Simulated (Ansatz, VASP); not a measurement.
As in VASP and in Ansatz

The input INCAR:

```
SYSTEM = As
PREC = Accurate ; ENCUT = 520
EDIFF = 1E-8 ; ISMEAR = -1
SIGMA = 0.05 ; LREAL = .FALSE.
LASPH = .TRUE. ; NELM = 60
ALGO = Normal ; ISIF = 2
LWAVE = .FALSE. ; LCHARG = .FALSE.
GGA = PE ; LEFG = .TRUE.
NBANDS = 8
```

KPOINTS

```
Automatic mesh
0
G
  16 16 16
  0 0 0
```

File POSCAR:

```
As
1.0
   -1.6951355791      1.6951355791      1.6951355791
    1.6951355791     -1.6951355791      1.6951355791
    1.6951355791      1.6951355791     -1.6951355791
As
1
Direct
    0.0000000000      0.0000000000      0.0000000000
```

Input for Ansatz:

```yaml
crystal:
  lattice:
    - [-1.6951355791, 1.6951355791, 1.6951355791]
    - [1.6951355791, -1.6951355791, 1.6951355791]
    - [1.6951355791, 1.6951355791, -1.6951355791]
  atoms:
    - { symbol: As, position: [0.0, 0.0, 0.0] }
kpoints:
  mp_grid: { grid: [16, 16, 16] }
scf:
  occupations: { method: fermi_dirac, width: 0.05 }
hamiltonian:
  xc: pbe
  pseudopotentials: { kind: paw }
output:
  forces: true
  stress: true
  eigenvalues: true
  efg: { contact_densities: true }
```

Change from the starting cell: volume scaled by 1.02, PAW files.

Alike in both runs: task electric field gradients; functional PBE; k mesh 16 × 16 × 16; occupations fermi-dirac, width 0.05 eV; no spin polarisation.

```csv
,VASP,Ansatz
version,VASP 6.6.1,Ansatz 0.2.0
potentials or method,"VASP PAW PBE potentials, release 64 (As)","PAW with Ansatz's default frozen-core files, scalar-relativistic"
plane-wave cutoff (eV),520,420
valence electrons in the cell,5,15
```

|  | VASP | Ansatz | Ansatz less VASP |
| --- | --- | --- | --- |
| pressure (GPa) | -1.5 | -1.5 | -0.06 |

VASP's potentials hold 5 valence electrons a cell and Ansatz's 15, so a difference there can come from the potentials and not from the codes.
